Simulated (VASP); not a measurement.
# MgO (P6_3mc) in VASP: further runs, part 2 of 2

VASP 6.6.1. The steps go on from the part before.

**5. Single point, LDA**

This run uses another cell than the first one, of the same volume but with other edges.

INCAR reads:

```
PREC = Accurate
ENCUT = 750
EDIFF = 1E-6
ISMEAR = 0
SIGMA = 0.05
LREAL = False
LASPH = True
NELM = 120
ALGO = Normal
ISIF = 2
LWAVE = False
LCHARG = False
NBANDS = 24
GGA_COMPAT = False
```

KPOINTS reads:

```
Automatic mesh
0
Gamma
  9 9 6
```

POSCAR reads:

```
MgO
1.0
    3.4010127377      0.0000000000      0.0000000000
   -1.7005063689      2.9453634294      0.0000000000
    0.0000000000      0.0000000000      4.7134523992
Mg O
2 2
Direct
    0.3333333333      0.6666666667      0.0021597400
    0.6666666667      0.3333333333      0.5021597400
    0.3333333333      0.6666666667      0.4024402600
    0.6666666667      0.3333333333      0.9024402600
```

Potentials or basis: VASP PAW LDA potentials, release 64 (Mg_sv, O).

The run is started by

```console
cat potpaw_LDA.64/Mg_sv/POTCAR potpaw_LDA.64/O/POTCAR > POTCAR
mpirun -np 1 vasp_std > vasp.out
```

OUTCAR:

```text
PREC = Accurate
   ENCUT = 750
   EDIFF = 1E-6
   ISMEAR = 0
   LREAL = False
   LASPH = True
   NELM = 120
   ISIF = 2

 ion  position               nearest neighbor table
   1  0.333  0.667  0.002-   3 1.89   4 2.02   4 2.02   4 2.02
   2  0.667  0.333  0.502-   4 1.89   3 2.02   3 2.02   3 2.02
   3  0.333  0.667  0.402-   1 1.89   2 2.02   2 2.02   2 2.02
   4  0.667  0.333  0.902-   2 1.89   1 2.02   1 2.02   1 2.02

  LATTYP: Found a hexagonal cell.
 ALAT       =     3.4010127377
 C/A-ratio  =     1.3858967204

  Lattice vectors:

 A1 = (   3.4010127377,   0.0000000000,   0.0000000000)
 A2 = (  -1.7005063689,   2.9453634294,   0.0000000000)
 A3 = (   0.0000000000,   0.0000000000,   4.7134523992)

Analysis of symmetry for initial positions (statically):
=====================================================================
 Subroutine PRICEL returns:
 Original cell was already a primitive cell.

 Routine SETGRP: Setting up the symmetry group for a
 hexagonal supercell.

 Subroutine GETGRP returns: Found 12 space group operations
 (whereof  6 operations were pure point group operations)
 out of a pool of 24 trial point group operations.

The static configuration has the point symmetry C_3v.
 The point group associated with its full space group is C_6v.

Analysis of symmetry for dynamics (positions and initial velocities):
=====================================================================
 Subroutine PRICEL returns:
 Original cell was already a primitive cell.

 Routine SETGRP: Setting up the symmetry group for a
 hexagonal supercell.

 Subroutine GETGRP returns: Found 12 space group operations
 (whereof  6 operations were pure point group operations)
 out of a pool of 24 trial point group operations.

The dynamic configuration has the point symmetry C_3v.
 The point group associated with its full space group is C_6v.

[... 119 lines left out ...]
   IALGO  =     38    algorithm
   IMIX   =      4    mixing-type and parameters
     AMIX     =   0.40;   BMIX     =  1.00
     AMIX_MAG =   1.60;   BMIX_MAG =  1.00
  volume/ion in A,a.u.               =      11.80        79.66
  Fermi-wavevector in a.u.,A,eV,Ry     =   1.438013  2.717450 28.135224  2.067881
  Thomas-Fermi vector in A             =   2.557027
   LORBIT       =      0    0 simple, 1 ext, 2 COOP (PROOUT), +10 PAW based schemes
   GGA     = CA    functional components
   LHFCALC =     F    Hartree Fock is set to
   AEXX    =    0.0000 exact exchange contribution
   IVDW    =     0    specifies the selected vdW correction
   LEPSILON=     F    determine dielectric tensor
   LRPA    =     F    only Hartree local field effects (RPA)
 non-spin polarized calculation
 Gauss-broadening in eV      SIGMA  =   0.05
  energy-cutoff  :      750.00
  volume of cell :       47.22
 maximum number of plane-waves:      2224
   NGX = 15   NGY = 15   NGZ = 21

 number of electron      31.9999971 magnetization

 Free energy of the ion-electron system (eV)
  ---------------------------------------------------
  ext. energy  EPLUGINS =         0.00000000
  ---------------------------------------------------
  free energy    TOTEN  =       -25.75626834 eV

  energy without entropy =      -25.75626834  energy(sigma->0) =      -25.75626834

 E-fermi :   1.1146     XC(G=0): -10.5337

 val. band max:        0.6796625297   @ k =   0.0000   0.0000   0.0000
 cond. band min:       3.9367303926   @ k =   0.0000   0.0000   0.0000
 fundamental gap:      3.2570678630
 Fermi energy:         1.1145768947

 k-point     1 :       0.0000    0.0000    0.0000
  band No.  band energies     occupation
      1     -70.3502      2.00000
      2     -70.3436      2.00000
      3     -37.8985      2.00000
      4     -37.8460      2.00000
      5     -37.8460      2.00000
      6     -37.8379      2.00000
[... 637 lines left out ...]
     23      13.9811      0.00000
     24      17.0945      0.00000

 [... further k-points ...]

------------------------ aborting loop because EDIFF is reached ----------------------------------------

  FORCE on cell =-STRESS in cart. coord.  units (eV):
  Direction    XX          YY          ZZ          XY          YZ          ZX
  --------------------------------------------------------------------------------------
  -------------------------------------------------------------------------------------
  Total       -2.8491269     -2.8491269      2.1139411      0.0000000     -0.0000000      0.0000000
  in kB      -96.6798801    -96.6798801     71.7327037      0.0000000     -0.0000000      0.0000000
  external PRESSURE =     -40.5423522 kB  Pullay stress =       0.0000000 kB

 VOLUME and BASIS-vectors are now :
 -----------------------------------------------------------------------------
  energy-cutoff  :      750.00
  volume of cell :       47.22
      direct lattice vectors                 reciprocal lattice vectors
     3.401012738  0.000000000  0.000000000     0.294030066  0.169758338  0.000000000
    -1.700506369  2.945363429  0.000000000     0.000000000  0.339516676  0.000000000
     0.000000000  0.000000000  4.713452399     0.000000000  0.000000000  0.212158714

 POSITION                                       TOTAL-FORCE (eV/Angst)
 -----------------------------------------------------------------------------------
     -0.00000      1.96358      0.01018         0.000000      0.000000     -1.020947
      1.70051      0.98179      2.36691        -0.000000      0.000000     -1.020947
     -0.00000      1.96358      1.89688         0.000000     -0.000000      1.020947
      1.70051      0.98179      4.25361        -0.000000      0.000000      1.020947
 -----------------------------------------------------------------------------------
    total drift:                               -0.000001     -0.000001      0.002849

  FREE ENERGIE OF THE ION-ELECTRON SYSTEM (eV)
  ---------------------------------------------------
  free  energy   TOTEN  =       -25.7562683365 eV

  energy  without entropy=      -25.7562683365  energy(sigma->0) =      -25.75626834
```

stdout:

```text
POSCAR found type information on POSCAR MgO
 POSCAR found :  2 types and       4 ions
 scaLAPACK will be used
 LDA part: xc-table for (Slater(with rela. corr.)+CA(PZ))
 , standard interpolation
 POSCAR, INCAR and KPOINTS ok, starting setup
 FFT: planning ... GRIDC
 FFT: planning ... GRID_SOFT
 FFT: planning ... GRID
 WAVECAR not read
 entering main loop
```

Run time: 58 s. Hardware: 1 thread of AMD EPYC 7R13 (Zen 3), shared host; peak memory 0.17 GiB.

Results:

| Quantity | Value |
| --- | --- |
| Free energy | -25.7563 eV |
| Pressure | -4.1 GPa |
| Largest force | 1.021 eV/Å |
| Band gap on the k mesh | 3.26 eV |

Forces on the atoms (eV/Å):
```
Mg   0.000  0.000 -1.021
Mg   0.000  0.000 -1.021
O    0.000  0.000  1.021
O    0.000  0.000  1.021
```

Levels at points of the mesh, in eV from the valence-band top:
| k point | band 14 | band 15 | band 16 | band 17 | band 18 | band 19 |
| --- | --- | --- | --- | --- | --- | --- |
| (0.00, 0.00, 0.00) | -0.55 | -0.55 | 0.00 | 3.26 | 8.18 | 10.58 |
| (0.00, 0.00, 0.50) | -0.80 | -0.80 | -0.80 | 5.81 | 5.81 | 13.49 |

Caveat: the cell stands under tension; an odd mesh through Γ misses points on the zone boundary, where band edges can lie; forces of over 1 eV/Å act on the atoms, so gaps and moduli don't describe the material at rest.

**6. Summary**

| cell | gap on the mesh (eV) | pressure (GPa) | largest force (eV/Å) |
| --- | --- | --- | --- |
| a = 3.204, b = 3.204, c = 5.310 Å, angles 90.0, 90.0, 120.0°, 4 atoms | 3.53 | -1.6 | 0.71 |
| a = 3.254, b = 3.254, c = 5.148 Å, angles 90.0, 90.0, 120.0°, 4 atoms | 3.45 | -3.2 | 0.44 |
| a = 3.353, b = 3.353, c = 4.849 Å, angles 90.0, 90.0, 120.0°, 4 atoms | 3.31 | -4.5 | 0.42 |
| a = 3.401, b = 3.401, c = 4.713 Å, angles 90.0, 90.0, 120.0°, 4 atoms | 3.26 | -4.1 | 1.02 |

Alike in all rows: task single point; level LDA; potentials or basis VASP PAW LDA potentials, release 64 (Mg_sv, O); no spin polarisation; k mesh 9 × 9 × 6; cutoff (eV) 750; smearing gaussian 0.05 eV.

Caveats: an odd mesh through Γ misses points on the zone boundary, where band edges can lie; the cell stands under tension (at least some runs); forces of over 1 eV/Å act on the atoms, so gaps and moduli don't describe the material at rest (at least some runs).

Total energies depend on the potentials used, so only differences within one code and one set of settings carry meaning.
